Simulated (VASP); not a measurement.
A run of VASP 6.6.1 is set up as follows.

Contents of INCAR:

```
PREC     = Accurate       # precision mode
ENCUT    = 520            # plane-wave cutoff, eV
EDIFF    = 1E-6           # SCF threshold, eV
ISMEAR   = -1             # smearing method
SIGMA    = 0.1            # smearing width, eV
LREAL    = False          # projectors in reciprocal space
LASPH    = True           # aspherical terms in the spheres
NELM     = 60             # most SCF steps
ALGO     = Normal         # electronic algorithm
ISIF     = 2              # what is computed and relaxed
LWAVE    = False          # write WAVECAR
LCHARG   = True           # write CHGCAR
GGA      = PE             # functional
LELF     = True           # ELF
LVHAR    = True         
NBANDS   = 26             # bands
```

The input KPOINTS:

```
regular mesh
0
Gamma
  5 5 5
```

POSCAR

```
LiY3
1.0
    0.0000000000      3.9511717273      3.9511717273
    3.9511717273      0.0000000000      3.9511717273
    3.9511717273      3.9511717273      0.0000000000
Li Y
1 3
Direct
    0.0000000000      0.0000000000      0.0000000000
    0.2500000000      0.2500000000      0.2500000000
    0.7500000000      0.7500000000      0.7500000000
    0.5000000000      0.5000000000      0.5000000000
```

Potentials or basis: VASP PAW PBE potentials, release 64 (Li_sv, Y_sv).

Run with:

```bash
$ cat potpaw_PBE.64/Li_sv/POTCAR potpaw_PBE.64/Y_sv/POTCAR > POTCAR
$ mpirun -np 1 vasp_std > vasp.out
```

Question: Estimate the band gap on the k mesh.

Answer: Zero (bands 18 and 19 overlap by 0.58 eV).
